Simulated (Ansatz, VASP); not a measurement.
**One calculation of Mg, two programs**

INCAR

```
SYSTEM = Mg
PREC     = Accurate       ! precision mode
ENCUT    = 520            ! plane-wave cutoff, eV
EDIFF    = 1E-6           ! SCF threshold, eV
ISMEAR   = 0              ! smearing method
SIGMA    = 0.15           ! smearing width, eV
LREAL    = .FALSE.        ! projectors in reciprocal space
LASPH    = .TRUE.         ! aspherical terms in the spheres
NELM     = 80             ! most SCF steps
ALGO     = Normal         ! electronic algorithm
ISIF     = 2              ! what is computed and relaxed
LWAVE    = .FALSE.        ! write WAVECAR
LCHARG   = .FALSE.        ! write CHGCAR
GGA      = PE             ! functional
NBANDS   = 7              ! bands
```

KPOINTS

```
regular mesh
0
G
  18 18 18
  0 0 0
```

POSCAR

```
Mg
1.0
   -1.8784000000      1.8784000000      1.9094500000
    1.8784000000     -1.8784000000      1.9094500000
    1.8784000000      1.8784000000     -1.9094500000
Mg
1
Direct
    0.0000000000      0.0000000000      0.0000000000
```

Input for Ansatz:

```yaml
crystal:
  lattice:
    - [-1.8784, 1.8784, 1.90945]
    - [1.8784, -1.8784, 1.90945]
    - [1.8784, 1.8784, -1.90945]
  atoms:
    - { symbol: Mg, position: [0.0, 0.0, 0.0] }
basis:
  ecutwfc: 520.0
kpoints:
  mp_grid: { grid: [18, 18, 18] }
hamiltonian:
  xc: pbe
  pseudopotentials: { kind: paw }
scf:
  occupations: { method: gaussian, width: 0.15 }
output:
  forces: true
  stress: true
  eigenvalues: true
```

Alike in both runs: task single point; functional PBE; k mesh 18 × 18 × 18; occupations gaussian, width 0.15 eV; no spin polarisation.

|  | VASP | Ansatz |
| --- | --- | --- |
| version | VASP 6.6.1 | Ansatz 0.2.0 |
| potentials or method | VASP PAW PBE potentials, release 64 (Mg), cutoff 520 eV | scalar-relativistic, plane waves, PAW |
| valence electrons in the cell | 2 | 10 |

|  | VASP | Ansatz | Ansatz less VASP |
| --- | --- | --- | --- |
| gap on the k mesh at the Fermi level (eV) | none | none | - |
| pressure (GPa) | -4.2 | -4.1 | +0.10 |
| traceless stress, the component that is largest in VASP (GPa) | 0.06 | 0.06 | -0.001 |

A gap of «none» marks a metal or a gap that the smearing closes. VASP's potentials hold 2 valence electrons a cell and Ansatz's 10, so a difference there can come from the potentials and not from the codes.
